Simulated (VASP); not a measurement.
A run of VASP 6.6.1 is set up as follows.

Contents of POSCAR:

```
Ge
1.0
    1.4880500000     -2.5946900000      0.0000000000
    1.4880500000      2.5946900000      0.0000000000
    0.0000000000      0.0000000000      4.7276000000
Ge
2
Direct
    0.6665500000      0.3334500000      0.2500000000
    0.3334500000      0.6665500000      0.7500000000
```

File INCAR.step1:

```
PREC = Accurate
ENCUT = 520
ISMEAR = 1
SIGMA = 0.1
LREAL = F
LASPH = T
NELM = 100
NBANDS = 21
GGA = PE
ALGO = Normal
EDIFF = 1E-4
LWAVE = T
LCHARG = F
```

File INCAR.step2:

```
PREC = Accurate
ENCUT = 520
EDIFF = 1E-6
ISMEAR = 1
SIGMA = 0.1
LREAL = F
LASPH = T
NELM = 100
ALGO = Normal
ISIF = 2
LWAVE = F
LCHARG = T
METAGGA = R2SCAN
LMIXTAU = T
LELF = T
LVHAR = T
NBANDS = 21
ISTART = 1
```

Contents of KPOINTS:

```
regular mesh
0
Gamma
  4 4 2
```

Potentials or basis: VASP PAW PBE potentials, release 64 (Ge_d).

Command:

```sh
$ cat potpaw_PBE.64/Ge_d/POTCAR > POTCAR
$ cp INCAR.step1 INCAR
$ mpirun -np 1 vasp_std > vasp.out
$ cp INCAR.step2 INCAR
$ mpirun -np 1 vasp_std > vasp.out
```

(1) Predict the band gap on the k mesh.

(2) Estimate the pressure.

(3) Estimate the largest force.

Results:

(1) zero (band 14 reaches 13.90 eV, above the bottom of band 15 at 5.36 eV).

(2) -2.7 GPa.

(3) 0.015 eV/Å.

Caveat: the k points lie up to 0.66 Å⁻¹ apart; the PAW data sets were made with another functional, which shifts forces and pressure a little.
